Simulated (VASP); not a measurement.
# Ti12H (a cell with a defect) in VASP: further runs

Runs on Ti12H (a cell with a defect). Level: PBE. Tasks: single point.

All numbers are computed with VASP 6.6.1; they aren't measurements. Logs are shortened: lines on timing, memory, paths and dates and some standing lists are left out, and cuts for length are marked.

## Step 1: The cell of the first run

The cell holds a defect, 13 atoms: a = 5.900 Å, b = 8.850 Å, c = 4.685 Å, α = 90.00°, β = 90.00°, γ = 120.00°.

## Step 2: Single point, PBE

Contents of INCAR:

```
SYSTEM = Ti12H
PREC     = Accurate       ! precision mode
ENCUT    = 520            ! plane-wave cutoff, eV
EDIFF    = 1E-7           ! SCF threshold, eV
ISMEAR   = -1             ! smearing method
SIGMA    = 0.05           ! smearing width, eV
LREAL    = .FALSE.        ! projectors in reciprocal space
LASPH    = .TRUE.         ! aspherical terms in the spheres
NELM     = 60             ! most SCF steps
ALGO     = Normal         ! electronic algorithm
ISIF     = 2              ! what is computed and relaxed
LWAVE    = .FALSE.        ! write WAVECAR
LCHARG   = .FALSE.        ! write CHGCAR
GGA      = PE             ! functional
NBANDS   = 84             ! bands
```

Contents of KPOINTS:

```
regular mesh
0
G
  2 2 2
  0 0 0
```

Contents of POSCAR:

```
Ti12H
1.0
    5.9000000000      0.0000000000      0.0000000000
   -4.4250000000      7.6643250000      0.0000000000
    0.0000000000      0.0000000000      4.6846000000
Ti H
12 1
Direct
   -0.0025470388      0.0056886940     -0.0014942578
    0.1691570766      0.2278478535      0.4947274047
    0.0054392216      0.3274782841      0.0001494258
    0.1608849481      0.5550782359      0.5035008325
    0.0080881696      0.6605017402     -0.0130854289
    0.1732833868      0.8983439507      0.5030739017
    0.4969847316     -0.0016700753      0.0100755668
    0.6719835814      0.2194583346      0.4941083550
    0.4997879398      0.3262257276     -0.0014729112
    0.6693342586      0.5612366386      0.4920804338
    0.4774971309      0.6538605813      0.0068308927
    0.6567971054      0.8983961406      0.4903300175
    0.8035228939      0.7566745930      0.7629680229
```

Potentials or basis: VASP PAW PBE potentials, release 64 (Ti_sv, H).

The run is started by

```bash
$ cat potpaw_PBE.64/Ti_sv/POTCAR potpaw_PBE.64/H/POTCAR > POTCAR
$ mpirun -np 1 vasp_std > vasp.out
```

OUTCAR:

```text
SYSTEM = Ti12H
   PREC = Accurate
   ENCUT = 520
   EDIFF = 1E-7
   ISMEAR = -1
   LREAL = .FALSE.
   LASPH = .TRUE.
   NELM = 60
   ISIF = 2
   GGA = PE

 ion  position               nearest neighbor table
   1  0.997  0.006  0.999-   3 2.82   2 2.88  12 2.89   6 2.89   9 2.90   2 2.91
   2  0.169  0.228  0.495-   3 2.82   3 2.86   9 2.88   1 2.88   8 2.90   9 2.90   1 2.91
   3  0.005  0.327  0.000-   2 2.82   1 2.82  11 2.84   2 2.86   8 2.87   4 2.91   8 2.92
   4  0.161  0.555  0.504-   5 2.77  11 2.83  11 2.86   5 2.89   3 2.91
   5  0.008  0.661  0.987-   4 2.77  11 2.80   4 2.89  10 2.90   6 2.91
   6  0.173  0.898  0.503-   7 2.84  12 2.85   1 2.89   8 2.89   7 2.90   5 2.91
   7  0.497  0.998  0.010-  12 2.75   8 2.83   6 2.84   9 2.89   6 2.90  12 2.90
   8  0.672  0.219  0.494-  12 2.80   7 2.83   3 2.87   9 2.88   6 2.89   2 2.90   9 2.91   3 2.92

   9  0.500  0.326  0.999-   2 2.88   8 2.88   7 2.89   1 2.90   2 2.90   8 2.91
  10  0.669  0.561  0.492-  11 2.84   5 2.90
  11  0.477  0.654  0.007-   5 2.80   4 2.83  10 2.84   3 2.84   4 2.86
  12  0.657  0.898  0.490-   7 2.75   8 2.80   6 2.85   1 2.89   7 2.90
  13  0.804  0.757  0.763-

  LATTYP: Found a simple monoclinic cell.
 ALAT       =     5.9000000000
 B/A-ratio  =     0.7940000000
 C/A-ratio  =     1.3228756849
 COS(beta)  =    -0.1889822323

  Lattice vectors:

 A1 = (   5.9000000000,   0.0000000000,   0.0000000000)
 A2 = (   0.0000000000,   0.0000000000,   4.6846000000)
 A3 = (  -1.4750000000,  -7.6643250000,   0.0000000000)

Analysis of symmetry for initial positions (statically):
=====================================================================
 Subroutine PRICEL returns:
 Original cell was already a primitive cell.

 Routine SETGRP: Setting up the symmetry group for a
 simple monoclinic supercell.

 Subroutine GETGRP returns: Found  1 space group operations
 (whereof  1 operations were pure point group operations)
 out of a pool of  4 trial point group operations.

The static configuration has the point symmetry C_1 .

Analysis of symmetry for dynamics (positions and initial velocities):
=====================================================================
 Subroutine PRICEL returns:
 Original cell was already a primitive cell.

 Routine SETGRP: Setting up the symmetry group for a
 simple monoclinic supercell.

 Subroutine GETGRP returns: Found  1 space group operations
 (whereof  1 operations were pure point group operations)
 out of a pool of  4 trial point group operations.

The dynamic configuration has the point symmetry C_1 .

 Subroutine INISYM returns: Found  1 space group operations
 (whereof  1 operations are pure point group operations),
 and found     1 'primitive' translations

----------------------------------------------------------------------------------------

                                     Primitive cell

  volume of cell :     211.8354

  direct lattice vectors                    reciprocal lattice vectors
     5.900000000  0.000000000  0.000000000     0.169491525  0.097855976  0.000000000
    -4.425000000  7.664325000  0.000000000     0.000000000  0.130474634  0.000000000
     0.000000000  0.000000000  4.684600000     0.000000000  0.000000000  0.213465397

  length of vectors
     5.900000000  8.850000153  4.684600000     0.195711955  0.130474634  0.213465397

  position of ions in fractional coordinates (direct lattice)
     0.997452961  0.005688694  0.998505742
     0.169157077  0.227847854  0.494727405
     0.005439222  0.327478284  0.000149426
     0.160884948  0.555078236  0.503500833
     0.008088170  0.660501740  0.986914571
     0.173283387  0.898343951  0.503073902
     0.496984732  0.998329925  0.010075567
     0.671983581  0.219458335  0.494108355
     0.499787940  0.326225728  0.998527089
     0.669334259  0.561236639  0.492080434
     0.477497131  0.653860581  0.006830893
     0.656797105  0.898396141  0.490330017
     0.803522894  0.756674593  0.762968023

  ion indices of the primitive-cell ions
   primitive index   ion index
                 1           1
                 2           2
                 3           3
                 4           4
                 5           5
                 6           6
                 7           7
                 8           8
                 9           9
                10          10
                11          11
                12          12
                13          13

----------------------------------------------------------------------------------------

 KPOINTS: regular mesh

Automatic generation of k-mesh.
 Grid dimensions read from file:
 generate k-points for:    2    2    2

 Generating k-lattice:

  Cartesian coordinates                     Fractional coordinates (reciprocal lattice)
     0.084745763  0.048927988  0.000000000     0.500000000  0.000000000  0.000000000
     0.000000000  0.065237317  0.000000000     0.000000000  0.500000000  0.000000000
[... 37 lines left out ...]
   LSORBIT =      F    spin-orbit coupling
   LASPH  =      T    aspherical Exc in radial PAW
   ENCUT  =  520.0 eV  38.22 Ry    6.18 a.u.  10.97 16.46  8.71*2*pi/ulx,y,z
   NELM   =     60;   NELMIN=  2; NELMDL= -5     # of ELM steps
   EDIFF  = 0.1E-06   stopping-criterion for ELM
   LREAL  =      F    real-space projection
   EDIFFG = 0.1E-05   stopping-criterion for IOM
   NSW    =      0    number of steps for IOM
   IBRION =     -1    ionic relax: 0-MD 1-quasi-New 2-CG
   NFREE  =      0    steps in history (QN), initial steepest desc. (CG)
   ISIF   =      2    stress and relaxation
   ISYM   =      2    0-nonsym 1-usesym 2-fastsym
   POTIM  = 0.5000    time-step for ionic-motion
   TEBEG  =    0.0;   TEEND  =   0.0 temperature during run
   PSTRESS=    0.0 pullay stress
   NELECT =     145.0000    total number of electrons
   NUPDOWN=      -1.0000    fix difference up-down
   EMIN   =  10.00;   EMAX   =-10.00  energy-range for DOS
   EFERMI =   0.00;   METHOD = LEGACY
   ISMEAR =    -1;   SIGMA  =   0.05  broadening in eV -4-tet -1-fermi 0-gaus
   EFERMI_NEDOS =   21; number of points for ismear=-14 and -15
   IALGO  =     38    algorithm
   IMIX   =      4    mixing-type and parameters
     AMIX     =   0.40;   BMIX     =  1.00
     AMIX_MAG =   1.60;   BMIX_MAG =  1.00
  volume/ion in A,a.u.               =      16.30       109.96
  Fermi-wavevector in a.u.,A,eV,Ry     =   1.442773  2.726446 28.321806  2.081594
  Thomas-Fermi vector in A             =   2.561256
   LORBIT       =      0    0 simple, 1 ext, 2 COOP (PROOUT), +10 PAW based schemes
   GGA     = PE    functional components
   LHFCALC =     F    Hartree Fock is set to
   AEXX    =    0.0000 exact exchange contribution
   IVDW    =     0    specifies the selected vdW correction
   LEPSILON=     F    determine dielectric tensor
   LRPA    =     F    only Hartree local field effects (RPA)
 non-spin polarized calculation
  energy-cutoff  :      520.00
  volume of cell :      211.84
 maximum number of plane-waves:      5724
 NGX is ok and might be reduce to    48
   NGX = 21   NGY = 33   NGZ = 17

 number of electron     145.0000002 magnetization

 Free energy of the ion-electron system (eV)
  ---------------------------------------------------
  ext. energy  EPLUGINS =         0.00000000
  ---------------------------------------------------
  free energy    TOTEN  =       -97.43138515 eV

  energy without entropy =      -97.32188932  energy(sigma->0) =      -97.37663723

 E-fermi :   8.1587     XC(G=0): -11.4704

 val. band max:        8.1550738717   @ k =   0.0000   0.5000   0.0000
 cond. band min:       8.1612465496   @ k =   0.5000   0.5000   0.5000
 fundamental gap:      0.0061726779
 Fermi energy:         8.1586988793

 k-point     1 :       0.0000    0.0000    0.0000
  band No.  band energies     occupation
      1     -48.6259      2.00000
      2     -48.5753      2.00000
      3     -48.5428      2.00000
      4     -48.5266      2.00000
      5     -48.5189      2.00000
      6     -48.5179      2.00000
[... 685 lines left out ...]
     83       8.6689      0.00007
     84       8.7098      0.00003

------------------------ aborting loop because EDIFF is reached ----------------------------------------

  FORCE on cell =-STRESS in cart. coord.  units (eV):
  Direction    XX          YY          ZZ          XY          YZ          ZX
  --------------------------------------------------------------------------------------
  -------------------------------------------------------------------------------------
  Total       -1.2633356     -1.5741735      0.2501910     -0.5107826      0.2811970     -0.0233289
  in kB       -9.5550041    -11.9059691      1.8922730     -3.8632090      2.1267809     -0.1764441
  external PRESSURE =      -6.5229000 kB  Pullay stress =       0.0000000 kB

 VOLUME and BASIS-vectors are now :
 -----------------------------------------------------------------------------
  energy-cutoff  :      520.00
  volume of cell :      211.84
      direct lattice vectors                 reciprocal lattice vectors
     5.900000000  0.000000000  0.000000000     0.169491525  0.097855976  0.000000000
    -4.425000000  7.664325000  0.000000000     0.000000000  0.130474634  0.000000000
     0.000000000  0.000000000  4.684600000     0.000000000  0.000000000  0.213465397

 POSITION                                       TOTAL-FORCE (eV/Angst)
 -----------------------------------------------------------------------------------
      5.85980      0.04360      4.67760         0.209519     -0.443119     -0.085208
     -0.01020      1.74630      2.31760         0.283053      0.062683      0.045110
     -1.41700      2.50990      0.00070        -0.282739      0.166443      0.061138
     -1.50700      4.25430      2.35870         0.020870      0.018496     -0.305572
     -2.87500      5.06230      4.62330        -0.426355     -0.027307      0.339418
     -2.95280      6.88520      2.35670        -0.048692     -0.035940     -0.016045
     -1.48540      7.65153      0.04720        -0.121280     -0.060951     -0.413837
      2.99360      1.68200      2.31470        -0.440701      0.386744      0.167585
      1.50520      2.50030      4.67770         0.015864      0.038319     -0.020326
      1.46560      4.30150      2.30520        -0.079188     -0.377690      0.078877
     -0.07610      5.01140      0.03200         0.475404      0.242868     -0.145947
     -0.10030      6.88560      2.29700         0.259858     -0.396399      0.377633
      1.39250      5.79940      3.57420         0.134387      0.425852     -0.082826
 -----------------------------------------------------------------------------------
    total drift:                                0.000115     -0.000192     -0.000022

  FREE ENERGIE OF THE ION-ELECTRON SYSTEM (eV)
  ---------------------------------------------------
  free  energy   TOTEN  =       -97.4313851504 eV

  energy  without entropy=      -97.3218893193  energy(sigma->0) =      -97.37663723
```

It took 4 min on 1 thread of Intel Xeon 6975P-C (Granite Rapids), shared host; peak memory 0.38 GiB.

Results:

| Property | Result |
| --- | --- |
| Free energy | -97.4314 eV |
| Pressure | -0.7 GPa |
| Largest force | 0.610 eV/Å |

Forces in eV/Å, atoms in the order of the input:
```
Ti   0.210 -0.443 -0.085
Ti   0.283  0.063  0.045
Ti  -0.283  0.166  0.061
Ti   0.021  0.018 -0.306
Ti  -0.426 -0.027  0.339
Ti  -0.049 -0.036 -0.016
Ti  -0.121 -0.061 -0.414
Ti  -0.441  0.387  0.168
Ti   0.016  0.038 -0.020
Ti  -0.079 -0.378  0.079
Ti   0.475  0.243 -0.146
Ti   0.260 -0.396  0.378
H    0.134  0.426 -0.083
```

Levels at points of the mesh, in eV from the Fermi level:
| k point | band 70 | band 71 | band 72 | band 73 | band 74 | band 75 |
| --- | --- | --- | --- | --- | --- | --- |
| (0.00, 0.00, 0.00) | -0.46 | 0.15 | 0.36 | 0.47 | 0.51 | 0.58 |
| (0.50, 0.00, 0.00) | -0.59 | -0.45 | -0.28 | 0.04 | 0.33 | 0.43 |
| (0.00, 0.50, 0.00) | -0.26 | 0.00 | 0.13 | 0.18 | 0.36 | 0.43 |
| (0.50, 0.50, 0.00) | -0.54 | -0.42 | -0.19 | 0.07 | 0.27 | 0.33 |
| (0.00, 0.00, 0.50) | -0.48 | -0.24 | 0.10 | 0.11 | 0.19 | 0.25 |
| (0.50, 0.00, 0.50) | -0.39 | -0.35 | -0.28 | -0.26 | -0.23 | -0.17 |
| (0.00, 0.50, 0.50) | -0.24 | -0.19 | -0.11 | -0.02 | 0.14 | 0.24 |
| (0.50, 0.50, 0.50) | -0.36 | -0.31 | -0.23 | -0.15 | -0.06 | -0.02 |

Caveat: the k points lie up to 0.67 Å⁻¹ apart.

## Step 3: Single point, PBE

Contents of INCAR:

```
  PREC = Accurate
  ENCUT = 520
  EDIFF = 1E-7
  ISMEAR = -1
  SIGMA = 0.05
  LREAL = F
  LASPH = T
  NELM = 60
  ALGO = Normal
  ISIF = 2
  LWAVE = F
  LCHARG = F
  GGA = PE
  NBANDS = 84
```

Contents of KPOINTS:

```
regular mesh
0
Gamma
  2 2 2
```

Contents of POSCAR:

```
Ti12H
1.0
    5.9000000000      0.0000000000      0.0000000000
   -4.4250000000      7.6643250000      0.0000000000
    0.0000000000      0.0000000000      4.6846000000
Ti H
12 1
Direct
   -0.0115288223      0.0067977284      0.0023054263
    0.1666595541      0.2264387275      0.4933185331
    0.0024192604      0.3220505393     -0.0067455066
    0.1510000658      0.5498983929      0.5110148145
    0.0003726914      0.6575138711     -0.0221363617
    0.1732497271      0.8999487887      0.5124877257
    0.5029127700     -0.0009524648      0.0154762413
    0.6685457507      0.2163660857      0.4957733851
    0.4950246128      0.3239424215     -0.0109294283
    0.6722738776      0.5675516109      0.4794005892
    0.4671807546      0.6511336615      0.0084959228
    0.6516527553      0.8978872895      0.4766468855
    0.8738833003      0.7988048524      0.7527643769
```

Potentials or basis: VASP PAW PBE potentials, release 64 (Ti_sv, H).

The run is started by

```bash
$ cat potpaw_PBE.64/Ti_sv/POTCAR potpaw_PBE.64/H/POTCAR > POTCAR
$ mpirun -np 1 vasp_std > vasp.out
```

It took 3.3 min on 1 thread of Intel Xeon 6975P-C (Granite Rapids), shared host; peak memory 0.38 GiB.

The run converged. Its results:

```
Free energy   : -97.1810 eV
Pressure      : -0.1 GPa
Largest force : 1.050 eV/Å
```

Forces on the atoms (eV/Å):
```
Ti   0.646 -0.541 -0.174
Ti   0.277  0.213 -0.027
Ti  -0.488  0.417  0.281
Ti   0.235  0.230 -0.643
Ti  -0.426  0.037  0.578
Ti   0.163  0.076 -0.318
Ti  -0.528 -0.052 -0.742
Ti  -0.439  0.519  0.123
Ti   0.080  0.128  0.024
Ti  -0.092 -0.408  0.262
Ti   0.478  0.225 -0.193
Ti   0.476 -0.437  0.828
H   -0.383 -0.406  0.002
```

Stress tensor (GPa, compression positive):
```
 0.14 -0.15 -0.23
-0.15 -1.18 -0.08
-0.23 -0.08  0.66
```

Levels at points of the mesh, in eV from the Fermi level:
```tsv
k point	band 69	band 70	band 71	band 72	band 73	band 74	band 75	band 76
(0.00, 0.00, 0.00)	-0.53	-0.43	0.14	0.30	0.41	0.48	0.56	0.69
(0.50, 0.00, 0.00)	-0.62	-0.60	-0.39	-0.27	-0.02	0.35	0.38	0.53
(0.00, 0.50, 0.00)	-0.37	-0.23	0.00	0.14	0.16	0.33	0.38	0.52
(0.50, 0.50, 0.00)	-0.68	-0.50	-0.43	-0.16	0.05	0.22	0.31	0.48
(0.00, 0.00, 0.50)	-0.47	-0.43	-0.21	0.09	0.13	0.16	0.29	0.32
(0.50, 0.00, 0.50)	-0.39	-0.35	-0.32	-0.28	-0.21	-0.18	-0.11	-0.09
(0.00, 0.50, 0.50)	-0.27	-0.24	-0.20	-0.08	-0.03	0.16	0.28	0.31
(0.50, 0.50, 0.50)	-0.42	-0.32	-0.22	-0.20	-0.17	-0.06	-0.02	0.02
```

Caveat: the k points lie up to 0.67 Å⁻¹ apart.

## Step 4: Single point, PBE

Contents of INCAR:

```
PREC = Accurate
ENCUT = 520
EDIFF = 1E-6
ISMEAR = -1
SIGMA = 0.05
LREAL = False
LASPH = True
NELM = 60
ALGO = Normal
ISIF = 2
LWAVE = False
LCHARG = True
GGA = PE
LELF = True
LVHAR = True
NBANDS = 84
```

KPOINTS is that of step 3.

Contents of POSCAR:

```
Ti12H
1.0
    5.9000000000      0.0000000000      0.0000000000
   -4.4250000000      7.6643250000      0.0000000000
    0.0000000000      0.0000000000      4.6846000000
Ti H
12 1
Direct
   -0.0167639153      0.0048797513      0.0095632498
    0.1644324146      0.2224070613      0.4993169107
   -0.0032547793      0.3197280909     -0.0058702984
    0.1479540221      0.5432833289      0.5194253512
   -0.0070503852      0.6563395994     -0.0299278487
    0.1721575287      0.8970913942      0.5215600051
    0.5146715690      0.0060931654      0.0179524399
    0.6563932084      0.2163660857      0.5095419033
    0.4901700050      0.3286786508     -0.0110575076
    0.6798577897      0.5707482394      0.4718439141
    0.4583332465      0.6498680575      0.0083038040
    0.6432424863      0.8892498687      0.4723348845
    0.8166902172      0.7680389336      0.7424326517
```

The run is started by

```bash
$ cat potpaw_PBE.64/Ti_sv/POTCAR potpaw_PBE.64/H/POTCAR > POTCAR
$ mpirun -np 1 vasp_std > vasp.out
```

Run time: 3.4 min. Hardware: 1 thread of Intel Xeon 6975P-C (Granite Rapids), shared host; peak memory 0.38 GiB.

It converged, with:

| Quantity | Value |
| --- | --- |
| Free energy | -97.0464 eV |
| Pressure | 0.0 GPa |
| Largest force | 1.357 eV/Å |

Forces on the atoms (eV/Å):
```
Ti   0.880 -0.584 -0.359
Ti  -0.019  0.113 -0.108
Ti  -0.510  0.511  0.536
Ti   0.164  0.205 -0.890
Ti  -0.262  0.063  0.803
Ti   0.035 -0.042 -0.244
Ti  -1.115 -0.356 -0.686
Ti   0.004  0.363 -0.076
Ti   0.129 -0.106 -0.007
Ti  -0.332 -0.715  0.215
Ti   0.600  0.320 -0.274
Ti   0.412 -0.034  1.003
H    0.015  0.264  0.087
```

Stress tensor (GPa, compression positive):
```
-0.07 -0.05  0.16
-0.05 -0.92  0.13
 0.16  0.13  1.04
```

Levels at points of the mesh, in eV from the Fermi level:
```
           k point  band 68  band 69  band 70  band 71  band 72  band 73  band 74  band 75  band 76  band 77
(0.00, 0.00, 0.00)    -0.70    -0.54    -0.42     0.15     0.26     0.43     0.50     0.54     0.62     0.63
(0.50, 0.00, 0.00)    -0.78    -0.63    -0.57    -0.37    -0.27    -0.02     0.25     0.34     0.51     0.58
(0.00, 0.50, 0.00)    -0.53    -0.36    -0.19    -0.01     0.11     0.17     0.28     0.43     0.53     0.61
(0.50, 0.50, 0.00)    -0.76    -0.66    -0.52    -0.43    -0.22     0.02     0.20     0.28     0.40     0.51
(0.00, 0.00, 0.50)    -0.48    -0.46    -0.40    -0.16     0.05     0.13     0.17     0.29     0.32     0.42
(0.50, 0.00, 0.50)    -0.47    -0.42    -0.33    -0.29    -0.25    -0.20    -0.13    -0.08     0.00     0.24
(0.00, 0.50, 0.50)    -0.50    -0.26    -0.24    -0.15    -0.10    -0.05     0.14     0.24     0.32     0.47
(0.50, 0.50, 0.50)    -0.43    -0.42    -0.33    -0.21    -0.16    -0.15    -0.11    -0.04     0.02     0.11
```

Caveat: the k points lie up to 0.67 Å⁻¹ apart.
